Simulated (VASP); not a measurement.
**AlN: single point with PBE-based screened hybrid**

The system is AlN.

```
CELL_PARAMETERS angstrom
0.00000 2.18488 2.18488
2.18488 0.00000 2.18488
2.18488 2.18488 0.00000
ATOMIC_POSITIONS crystal
Al 0.00000 0.00000 0.00000
N 0.25000 0.25000 0.25000
```

```
Program                            : VASP 6.6.1
Task                               : single point
Functional                         : PBE-based screened hybrid
Potentials or basis                : VASP PAW PBE potentials, release 64 (Al, N)
Cutoff                             : 520 eV
k mesh                             : 4 × 4 × 4
Occupations                        : gaussian, width 0.01 eV
Spin                               : no spin polarisation
Dipole correction                  : no
Grid for exact exchange (PRECFOCK) : Normal
Share of exact exchange            : 0.1
Further INCAR settings             : ALGO = Normal; EDIFF = 1e-06; NBANDS = 11
Screening parameter                : 0.2078 1/Å
```

```
Pressure               : 2.3 GPa
Band gap on the k mesh : 3.79 eV, indirect (least direct gap 4.72 eV)
```

Levels at points of the mesh, in eV from the valence-band top:
```
           k point  band 2  band 3  band 4  band 5  band 6  band 7
(0.00, 0.00, 0.00)    0.00    0.00    0.00    4.72   13.20   13.20
(0.50, 0.00, 0.00)   -6.06   -0.50   -0.50    7.95   10.56   11.76
(0.50, 0.50, 0.00)   -5.08   -1.85   -1.85    3.79    9.17   14.80
```

Run time: 86 s on 1 thread of Intel(R) Xeon(R) Platinum 8259CL CPU @ 2.50GHz (Skylake/Cascade Lake), with other jobs on the host, peak memory 0.23 GiB.

Caveat: the k points lie up to 0.62 Å⁻¹ apart; the PAW data sets were made with another functional, which shifts forces and pressure a little. A k mesh can miss the band edges.
